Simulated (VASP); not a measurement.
# Cs2NdSe (P4/mmm) in VASP: further runs

Cs2NdSe is run at these levels: PBE, LDA; tasks: single point, relaxation of cell and atoms.

Program: VASP 6.6.1. These are calculated values, not measurements. Logs are shortened: lines on timing, memory, paths and dates and some standing lists are left out, and cuts for length are marked.

**1. The cell of the first run**

The structure is tetragonal, space group P4/mmm (No. 123). The conventional cell has a = 5.121 Å, b = 5.121 Å, c = 6.699 Å, α = 90.00°, β = 90.00°, γ = 90.00°. Cs (site symmetry 4mm) has 2 Cs at 3.24 to 3.46 Å and 4 Se at 3.97 Å and 4 Nd at 4.01 Å within 4.3 Å. Within 4.4 Å of Nd (site symmetry 4/mmm) lie 2 Se at 3.35 Å and 8 Cs at 4.01 Å. Se (site symmetry 4/mmm) has 2 Nd at 3.35 Å and 8 Cs at 3.97 Å within 4.4 Å.

The cell was built from a structure type or drawn by symmetry, and may not be a known phase.

**2. Single point, PBE**

Contents of INCAR:

```
  PREC = Accurate
  ENCUT = 500
  EDIFF = 1E-6
  ISMEAR = 0
  SIGMA = 0.1
  LREAL = False
  LASPH = True
  NELM = 200
  ALGO = Normal
  ISIF = 2
  LWAVE = False
  LCHARG = False
  GGA = PE
  NBANDS = 26
  GGA_COMPAT = False
  LMAXMIX = 6
```

Contents of KPOINTS:

```
Automatic mesh
0
Gamma
  4 4 4
```

Contents of POSCAR:

```
Cs2NdSe
1.0
    5.1206298192      0.0000000000      0.0000000000
    0.0000000000      5.1206298192      0.0000000000
    0.0000000000      0.0000000000      6.6985156704
Cs Nd Se
2 1 1
Direct
    0.0000000000      0.0000000000      0.2578939744
    0.0000000000      0.0000000000      0.7421060256
    0.5000000000      0.5000000000      0.0000000000
    0.5000000000      0.5000000000      0.5000000000
```

Potentials or basis: VASP PAW PBE potentials, release 64 (Cs_sv, Nd_3, Se), 4f in core.

Launch:

```bash
> cat potpaw_PBE.64/Cs_sv/POTCAR potpaw_PBE.64/Nd_3/POTCAR potpaw_PBE.64/Se/POTCAR > POTCAR
> mpirun -np 1 vasp_std > vasp.out
```

OUTCAR:

```text
PREC = Accurate
   ENCUT = 500
   EDIFF = 1E-6
   ISMEAR = 0
   LREAL = False
   LASPH = True
   NELM = 200
   ISIF = 2
   GGA = PE

 ion  position               nearest neighbor table
   1  0.000  0.000  0.258-
   2  0.000  0.000  0.742-
   3  0.500  0.500  0.000-
   4  0.500  0.500  0.500-

  LATTYP: Found a simple tetragonal cell.
 ALAT       =     5.1206298192
 C/A-ratio  =     1.3081429252

  Lattice vectors:

 A1 = (   5.1206298192,   0.0000000000,   0.0000000000)
 A2 = (   0.0000000000,   5.1206298192,   0.0000000000)
 A3 = (   0.0000000000,   0.0000000000,   6.6985156704)

Analysis of symmetry for initial positions (statically):
=====================================================================
 Subroutine PRICEL returns:
 Original cell was already a primitive cell.

 Routine SETGRP: Setting up the symmetry group for a
 simple tetragonal supercell.

 Subroutine GETGRP returns: Found 16 space group operations
 (whereof 16 operations were pure point group operations)
 out of a pool of 16 trial point group operations.

The static configuration has the point symmetry D_4h.

Analysis of symmetry for dynamics (positions and initial velocities):
=====================================================================
 Subroutine PRICEL returns:
 Original cell was already a primitive cell.

 Routine SETGRP: Setting up the symmetry group for a
 simple tetragonal supercell.

 Subroutine GETGRP returns: Found 16 space group operations
 (whereof 16 operations were pure point group operations)
 out of a pool of 16 trial point group operations.

The dynamic configuration has the point symmetry D_4h.

 Subroutine INISYM returns: Found 16 space group operations
 (whereof 16 operations are pure point group operations),
 and found     1 'primitive' translations

----------------------------------------------------------------------------------------

                                     Primitive cell

  volume of cell :     175.6408

  direct lattice vectors                    reciprocal lattice vectors
     5.120629819  0.000000000  0.000000000     0.195288477  0.000000000  0.000000000
     0.000000000  5.120629819  0.000000000     0.000000000  0.195288477  0.000000000
[... 78 lines left out ...]
   LSORBIT =      F    spin-orbit coupling
   LASPH  =      T    aspherical Exc in radial PAW
   ENCUT  =  500.0 eV  36.75 Ry    6.06 a.u.   9.34  9.34 12.21*2*pi/ulx,y,z
   NELM   =    200;   NELMIN=  2; NELMDL= -5     # of ELM steps
   EDIFF  = 0.1E-05   stopping-criterion for ELM
   LREAL  =      F    real-space projection
   EDIFFG = 0.1E-04   stopping-criterion for IOM
   NSW    =      0    number of steps for IOM
   IBRION =     -1    ionic relax: 0-MD 1-quasi-New 2-CG
   NFREE  =      0    steps in history (QN), initial steepest desc. (CG)
   ISIF   =      2    stress and relaxation
   ISYM   =      2    0-nonsym 1-usesym 2-fastsym
   POTIM  = 0.5000    time-step for ionic-motion
   TEBEG  =    0.0;   TEEND  =   0.0 temperature during run
   PSTRESS=    0.0 pullay stress
   NELECT =      35.0000    total number of electrons
   NUPDOWN=      -1.0000    fix difference up-down
   EMIN   =  10.00;   EMAX   =-10.00  energy-range for DOS
   EFERMI =   0.00;   METHOD = LEGACY
   ISMEAR =     0;   SIGMA  =   0.10  broadening in eV -4-tet -1-fermi 0-gaus
   EFERMI_NEDOS =   21; number of points for ismear=-14 and -15
   IALGO  =     38    algorithm
   IMIX   =      4    mixing-type and parameters
     AMIX     =   0.40;   BMIX     =  1.00
     AMIX_MAG =   1.60;   BMIX_MAG =  1.00
  volume/ion in A,a.u.               =      43.91       296.32
  Fermi-wavevector in a.u.,A,eV,Ry     =   0.956215  1.806985 12.440458  0.914348
  Thomas-Fermi vector in A             =   2.085123
   LORBIT       =      0    0 simple, 1 ext, 2 COOP (PROOUT), +10 PAW based schemes
   GGA     = PE    functional components
   LHFCALC =     F    Hartree Fock is set to
   AEXX    =    0.0000 exact exchange contribution
   IVDW    =     0    specifies the selected vdW correction
   LEPSILON=     F    determine dielectric tensor
   LRPA    =     F    only Hartree local field effects (RPA)
 non-spin polarized calculation
 Gauss-broadening in eV      SIGMA  =   0.10
  energy-cutoff  :      500.00
  volume of cell :      175.64
 maximum number of plane-waves:      4485
 NGX is ok and might be reduce to    40
   NGX = 19   NGY = 19   NGZ = 25

 number of electron      35.0000003 magnetization

 Free energy of the ion-electron system (eV)
  ---------------------------------------------------
  ext. energy  EPLUGINS =         0.00000000
  ---------------------------------------------------
  free energy    TOTEN  =       -10.52101458 eV

  energy without entropy =      -10.51342593  energy(sigma->0) =      -10.51722026

 E-fermi :   2.6646     XC(G=0):  -8.1926

 val. band max:        2.6228697867   @ k =   0.2500   0.2500   0.5000
 cond. band min:       2.7897849374   @ k =   0.5000   0.5000   0.0000
 fundamental gap:      0.1669151507
 Fermi energy:         2.6646433090

 k-point     1 :       0.0000    0.0000    0.0000
  band No.  band energies     occupation
      1     -36.8531      2.00000
      2     -20.6957      2.00000
      3     -20.1613      2.00000
      4     -17.9462      2.00000
      5     -17.8624      2.00000
      6     -17.8624      2.00000
[... 511 lines left out ...]
     25       6.8821      0.00000
     26       7.1565      0.00000

------------------------ aborting loop because EDIFF is reached ----------------------------------------

  FORCE on cell =-STRESS in cart. coord.  units (eV):
  Direction    XX          YY          ZZ          XY          YZ          ZX
  --------------------------------------------------------------------------------------
  -------------------------------------------------------------------------------------
  Total       -0.1319073     -0.1319073      0.0137496      0.0000000      0.0000000     -0.0000000
  in kB       -1.2032450     -1.2032450      0.1254223      0.0000000      0.0000000     -0.0000000
  external PRESSURE =      -0.7603559 kB  Pullay stress =       0.0000000 kB

 VOLUME and BASIS-vectors are now :
 -----------------------------------------------------------------------------
  energy-cutoff  :      500.00
  volume of cell :      175.64
      direct lattice vectors                 reciprocal lattice vectors
     5.120629819  0.000000000  0.000000000     0.195288477  0.000000000  0.000000000
     0.000000000  5.120629819  0.000000000     0.000000000  0.195288477  0.000000000
     0.000000000  0.000000000  6.698515670     0.000000000  0.000000000  0.149286805

 POSITION                                       TOTAL-FORCE (eV/Angst)
 -----------------------------------------------------------------------------------
      0.00000      0.00000      1.72751        -0.000000      0.000000     -0.007912
      0.00000      0.00000      4.97101         0.000000     -0.000000      0.007912
      2.56031      2.56031      0.00000         0.000000      0.000000      0.000000
      2.56031      2.56031      3.34926         0.000000      0.000000      0.000000
 -----------------------------------------------------------------------------------
    total drift:                                0.000000     -0.000000     -0.000000

  FREE ENERGIE OF THE ION-ELECTRON SYSTEM (eV)
  ---------------------------------------------------
  free  energy   TOTEN  =       -10.5210145836 eV

  energy  without entropy=      -10.5134259294  energy(sigma->0) =      -10.51722026
```

OSZICAR:

```text
N       E                     dE             d eps       ncg     rms          rms(c)
DAV:   1     0.252211361979E+03    0.25221E+03   -0.14048E+04   936   0.109E+03
DAV:   2     0.107921092912E+02   -0.24142E+03   -0.23465E+03  1244   0.234E+02
DAV:   3    -0.104191850411E+02   -0.21211E+02   -0.21060E+02  1484   0.651E+01
DAV:   4    -0.110465374330E+02   -0.62735E+00   -0.62573E+00  1328   0.101E+01
DAV:   5    -0.110648309093E+02   -0.18293E-01   -0.18286E-01  1368   0.116E+00    0.407E+00
DAV:   6    -0.105582075687E+02    0.50662E+00   -0.10634E+00  1100   0.308E+00    0.233E+00
DAV:   7    -0.105212511902E+02    0.36956E-01   -0.29614E-01  1244   0.189E+00    0.978E-01
DAV:   8    -0.105211654174E+02    0.85773E-04   -0.42081E-02  1186   0.782E-01    0.223E-01
DAV:   9    -0.105214113118E+02   -0.24589E-03   -0.14104E-02  1136   0.408E-01    0.160E-01
DAV:  10    -0.105209728243E+02    0.43849E-03   -0.19246E-03  1098   0.182E-01    0.489E-02
DAV:  11    -0.105210276347E+02   -0.54810E-04   -0.43185E-04  1192   0.807E-02    0.192E-02
DAV:  12    -0.105210153544E+02    0.12280E-04   -0.57094E-05  1174   0.257E-02    0.717E-03
DAV:  13    -0.105210169861E+02   -0.16317E-05   -0.44303E-06  1038   0.765E-03    0.691E-03
DAV:  14    -0.105210145420E+02    0.24442E-05   -0.80870E-06  1116   0.111E-02    0.156E-03
DAV:  15    -0.105210145836E+02   -0.41663E-07   -0.60434E-07   584   0.318E-03
   1 F= -.10521015E+02 E0= -.10517220E+02  d E =-.758865E-02
```

stdout:

```text
POSCAR found type information on POSCAR CsNdSe
 POSCAR found :  3 types and       4 ions
 scaLAPACK will be used
 LDA part: xc-table for (Slater+PW92), standard interpolation
 POSCAR, INCAR and KPOINTS ok, starting setup
 FFT: planning ... GRIDC
 FFT: planning ... GRID_SOFT
 FFT: planning ... GRID
 WAVECAR not read
 entering main loop
```

Wall time 72 s (1 thread of Intel Xeon Platinum 8259CL at 2.50GHz (Skylake/Cascade Lake), shared host); peak memory 0.32 GiB.

What came out:

```
Free energy            : -10.5210 eV
Pressure               : -0.1 GPa
Largest force          : 0.008 eV/Å
Band gap on the k mesh : zero (an odd number of electrons rules out a gap without spin polarisation)
```

Forces in eV/Å, atoms in the order of the input:
```
Cs   0.000  0.000 -0.008
Cs   0.000  0.000  0.008
Nd   0.000  0.000  0.000
Se   0.000  0.000  0.000
```

Stress tensor (GPa, compression positive):
```
-0.12  0.00  0.00
 0.00 -0.12  0.00
 0.00  0.00  0.01
```

Caveat: spin-orbit coupling is left out, which moves the levels of the heavy elements; the 4f electrons are frozen in the core, so they carry no moment and show no levels; the run has no spin polarisation, though such a crystal can be magnetic.

**3. Single point, PBE**

This run uses another cell than the first one, of 45.10 Å³/atom.

Contents of INCAR:

```
SYSTEM = Cs2NdSe
PREC = Accurate
ENCUT = 500
EDIFF = 1E-6
ISMEAR = 0
SIGMA = 0.1
LREAL = .FALSE.
LASPH = .TRUE.
NELM = 200
ALGO = Normal
ISIF = 2
LWAVE = .FALSE.
LCHARG = .TRUE.
GGA = PE
LELF = .TRUE.
LVHAR = .TRUE.
NBANDS = 26
GGA_COMPAT = .FALSE.
LMAXMIX = 6
```

Contents of KPOINTS:

```
regular mesh
0
G
  4 4 4
  0 0 0
```

Contents of POSCAR:

```
Cs2NdSe
1.0
    5.1054359400      0.0000000000      0.0000000000
    0.0000000000      5.1054359400      0.0000000000
    0.0000000000      0.0000000000      6.9217938100
Cs Nd Se
2 1 1
Direct
    0.0000000000      0.0000000000      0.2298885500
    0.0000000000      0.0000000000      0.7701114500
    0.5000000000      0.5000000000      0.0000000000
    0.5000000000      0.5000000000      0.5000000000
```

Potentials or basis: VASP PAW PBE potentials, release 64 (Cs_sv, Nd_3, Se), 4f in core.

Launch:

```bash
> cat potpaw_PBE.64/Cs_sv/POTCAR potpaw_PBE.64/Nd_3/POTCAR potpaw_PBE.64/Se/POTCAR > POTCAR
> mpirun -np 1 vasp_std > vasp.out
```

OUTCAR:

```text
SYSTEM = Cs2NdSe
   PREC = Accurate
   ENCUT = 500
   EDIFF = 1E-6
   ISMEAR = 0
   LREAL = .FALSE.
   LASPH = .TRUE.
   NELM = 200
   ISIF = 2
   GGA = PE

 ion  position               nearest neighbor table
   1  0.000  0.000  0.230-
   2  0.000  0.000  0.770-
   3  0.500  0.500  0.000-
   4  0.500  0.500  0.500-

  LATTYP: Found a simple tetragonal cell.
 ALAT       =     5.1054359400
 C/A-ratio  =     1.3557693978

  Lattice vectors:

 A1 = (   5.1054359400,   0.0000000000,   0.0000000000)
 A2 = (   0.0000000000,   5.1054359400,   0.0000000000)
 A3 = (   0.0000000000,   0.0000000000,   6.9217938100)

Analysis of symmetry for initial positions (statically):
=====================================================================
 Subroutine PRICEL returns:
 Original cell was already a primitive cell.

 Routine SETGRP: Setting up the symmetry group for a
 simple tetragonal supercell.

 Subroutine GETGRP returns: Found 16 space group operations
 (whereof 16 operations were pure point group operations)
 out of a pool of 16 trial point group operations.

[... 157 lines left out ...]

  energy without entropy =      -10.10726101  energy(sigma->0) =      -10.11122988

 E-fermi :   2.3719     XC(G=0):  -8.0683

 val. band max:        2.3266202387   @ k =   0.5000   0.0000   0.0000
 cond. band min:       2.5212922973   @ k =   0.5000   0.0000   0.2500
 fundamental gap:      0.1946720587
 Fermi energy:         2.3718985523

 k-point     1 :       0.0000    0.0000    0.0000
  band No.  band energies     occupation
      1     -37.1352      2.00000
      2     -20.8649      2.00000
      3     -20.3634      2.00000
      4     -18.2309      2.00000
      5     -18.1448      2.00000
      6     -18.1448      2.00000
[... 511 lines left out ...]
     25       6.1346      0.00000
     26       6.5708      0.00000

------------------------ aborting loop because EDIFF is reached ----------------------------------------

  FORCE on cell =-STRESS in cart. coord.  units (eV):
  Direction    XX          YY          ZZ          XY          YZ          ZX
  --------------------------------------------------------------------------------------
  -------------------------------------------------------------------------------------
  Total        0.2924651      0.2924651     -1.5141275      0.0000000      0.0000000      0.0000000
  in kB        2.5971693      2.5971693    -13.4458642      0.0000000      0.0000000      0.0000000
  external PRESSURE =      -2.7505085 kB  Pullay stress =       0.0000000 kB

 VOLUME and BASIS-vectors are now :
 -----------------------------------------------------------------------------
  energy-cutoff  :      500.00
  volume of cell :      180.42
      direct lattice vectors                 reciprocal lattice vectors
     5.105435940  0.000000000  0.000000000     0.195869660  0.000000000  0.000000000
     0.000000000  5.105435940  0.000000000     0.000000000  0.195869660  0.000000000
     0.000000000  0.000000000  6.921793810     0.000000000  0.000000000  0.144471221

 POSITION                                       TOTAL-FORCE (eV/Angst)
 -----------------------------------------------------------------------------------
      0.00000      0.00000      1.59124        -0.000000      0.000000      1.819543
      0.00000      0.00000      5.33055         0.000000      0.000000     -1.819543
      2.55272      2.55272      0.00000         0.000000      0.000000      0.000000
      2.55272      2.55272      3.46090         0.000000      0.000000      0.000000
 -----------------------------------------------------------------------------------
    total drift:                                0.000000     -0.000000     -0.000000

  FREE ENERGIE OF THE ION-ELECTRON SYSTEM (eV)
  ---------------------------------------------------
  free  energy   TOTEN  =       -10.1151987528 eV

  energy  without entropy=      -10.1072610056  energy(sigma->0) =      -10.11122988
```

stdout:

```text
POSCAR found type information on POSCAR CsNdSe
 POSCAR found :  3 types and       4 ions
 scaLAPACK will be used
 LDA part: xc-table for (Slater+PW92), standard interpolation
 POSCAR, INCAR and KPOINTS ok, starting setup
 FFT: planning ... GRIDC
 FFT: planning ... GRID_SOFT
 FFT: planning ... GRID
 WAVECAR not read
 entering main loop
```

Run time: 65 s. Hardware: 1 thread of Intel Xeon Platinum 8259CL at 2.50GHz (Skylake/Cascade Lake), shared host; peak memory 0.31 GiB.

What came out:

```
Free energy            : -10.1152 eV
Pressure               : -0.3 GPa
Largest force          : 1.820 eV/Å
Band gap on the k mesh : zero (an odd number of electrons rules out a gap without spin polarisation)
```

Forces in eV/Å, atoms in the order of the input:
```
Cs   0.000  0.000  1.820
Cs   0.000  0.000 -1.820
Nd   0.000  0.000  0.000
Se   0.000  0.000  0.000
```

Stress tensor (GPa, compression positive):
```
 0.26  0.00  0.00
 0.00  0.26  0.00
 0.00  0.00 -1.34
```

Caveat: spin-orbit coupling is left out, which moves the levels of the heavy elements; the 4f electrons are frozen in the core, so they carry no moment and show no levels; the run has no spin polarisation, though such a crystal can be magnetic; forces of over 1 eV/Å act on the atoms, so gaps and moduli don't describe the material at rest. With open d or f shells a metallic result of PBE can be an artefact of self-interaction; +U or a hybrid may open a gap.

**4. Relaxation of cell and atoms, PBE**

This run uses another cell than the first one, of 45.10 Å³/atom.

Contents of INCAR:

```
PREC = Accurate ; ENCUT = 500
EDIFF = 1E-7 ; ISMEAR = 0
SIGMA = 0.1 ; LREAL = F
LASPH = T ; NELM = 200
ALGO = Normal ; ISIF = 3
LWAVE = F ; LCHARG = F
GGA = PE ; IBRION = 2
NSW = 90 ; EDIFFG = -0.04
GGA_COMPAT = F ; NELMIN = 4
LMAXMIX = 6
```

Contents of KPOINTS:

```
regular mesh
0
Gamma
  4 4 4
```

POSCAR is that of step 3.

Launch:

```bash
> cat potpaw_PBE.64/Cs_sv/POTCAR potpaw_PBE.64/Nd_3/POTCAR potpaw_PBE.64/Se/POTCAR > POTCAR
> mpirun -np 1 vasp_std > vasp.out
```

Run time: 5 min. Hardware: 1 thread of Intel Xeon Platinum 8259CL at 2.50GHz (Skylake/Cascade Lake), shared host; peak memory 0.33 GiB.

Results (log left out):

```
Free energy                           : -10.5209 eV
Relaxed volume                        : 43.94 Å³/atom
Relaxed cell                          : a = 5.127 Å, b = 5.127 Å, c = 6.686 Å, α = 90.00°, β = 90.00°, γ = 90.00°
Space group after relaxing (to 0.1 Å) : P4/mmm (No. 123)
Energy gained by relaxing             : 101.4 meV/atom
Ionic steps                           : 7
Pressure after relaxing               : -0.1 GPa
Largest force after relaxing          : 0.006 eV/Å
Band gap on the k mesh                : zero (an odd number of electrons rules out a gap without spin polarisation)
```

Forces on the atoms (eV/Å):
```
Cs   0.000  0.000  0.006
Cs   0.000  0.000 -0.006
Nd   0.000  0.000  0.000
Se   0.000  0.000  0.000
```

Stress tensor (GPa, compression positive):
```
-0.14  0.00  0.00
 0.00 -0.14  0.00
 0.00  0.00  0.09
```

The path:
```tsv
step	energy change (eV)	largest force (eV/Å)	pressure (GPa)	volume (Å³)
1	0.0000	1.8196	-0.28	180.42
2	-0.2800	1.0649	-0.36	178.34
3	-0.3786	0.5137	0.27	175.08
4	-0.4013	0.1888	-0.10	176.27
5	-0.4033	0.0596	-0.04	176.03
6	-0.4033	0.0106	-0.01	175.94
7	-0.4057	0.0062	-0.07	175.77
```

Final structure:
```xyz
4
Lattice="5.1274 0.0000 0.0000 0.0000 5.1274 0.0000 0.0000 0.0000 6.6859" Properties=species:S:1:pos:R:3 pbc="T T T"
Cs    0.0000    0.0000    1.7217
Cs    5.1274    0.0000    4.9641
Nd    2.5637    2.5637    0.0000
Se    2.5637    2.5637    3.3429
```

Levels at points of the mesh, in eV from the Fermi level:
| k point | band 16 | band 17 | band 18 | band 19 | band 20 | band 21 |
| --- | --- | --- | --- | --- | --- | --- |
| (0.00, 0.00, 0.00) | -1.86 | -1.62 | -0.90 | 0.52 | 0.94 | 0.99 |
| (0.50, 0.00, 0.00) | -2.06 | -0.96 | -0.08 | 0.26 | 0.49 | 1.07 |
| (0.50, 0.50, 0.00) | -2.28 | 0.13 | 0.40 | 0.66 | 0.66 | 0.81 |
| (0.00, 0.00, 0.50) | -1.94 | -0.99 | -0.77 | 0.58 | 1.28 | 1.40 |
| (0.50, 0.00, 0.50) | -2.24 | -0.70 | 0.47 | 0.56 | 1.02 | 1.36 |
| (0.50, 0.50, 0.50) | -2.31 | 0.42 | 0.84 | 1.01 | 1.01 | 1.30 |

Caveat: spin-orbit coupling is left out, which moves the levels of the heavy elements; the 4f electrons are frozen in the core, so they carry no moment and show no levels; the run has no spin polarisation, though such a crystal can be magnetic. With open d or f shells a metallic result of PBE can be an artefact of self-interaction; +U or a hybrid may open a gap.

[end of part 1 of 2]
